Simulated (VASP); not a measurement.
A run of VASP 6.6.1 is set up as follows.

INCAR

```
ALGO = Normal
EDIFF = 1E-6
ENCUT = 520
GGA = CA
ISIF = 2
ISMEAR = 0
LASPH = True
LCHARG = False
LREAL = False
LWAVE = False
NBANDS = 44
NELM = 80
PREC = Accurate
SIGMA = 0.02
```

Contents of KPOINTS:

```
k-points
0
Gamma
  6 6 4
```

File POSCAR:

```
SiO2
1.0
    4.9473688467      0.0000000000      0.0000000000
    0.0000000000      4.9473688467      0.0000000000
    0.0000000000      0.0000000000      7.1794743892
Si O
4 8
Direct
    0.0000000000      0.0000000000      0.0000000000
    0.0000000000      0.5000000000      0.2500000000
    0.5000000000      0.5000000000      0.5000000000
    0.5000000000      0.0000000000      0.7500000000
    0.0985469533      0.2500000000      0.1250000000
    0.2500000000      0.5985469533      0.3750000000
    0.7500000000      0.4014530467      0.3750000000
    0.9014530467      0.7500000000      0.1250000000
    0.5985469533      0.7500000000      0.6250000000
    0.7500000000      0.0985469533      0.8750000000
    0.2500000000      0.9014530467      0.8750000000
    0.4014530467      0.2500000000      0.6250000000
```

Potentials or basis: VASP PAW LDA potentials, release 64 (Si, O).

Run with:

```sh
$ cat potpaw_LDA.64/Si/POTCAR potpaw_LDA.64/O/POTCAR > POTCAR
$ mpirun -np 1 vasp_std > vasp.out
```

(1) Estimate the band gap on the k mesh.

(2) Estimate the largest force.

(3) What does it give for the pressure?

## Answers

(1) 5.80 eV.

(2) 0.096 eV/Å.

(3) 1.8 GPa.

Caveat: the cell differs from its parent crystal (uniaxial strain along c: -1.5 %).
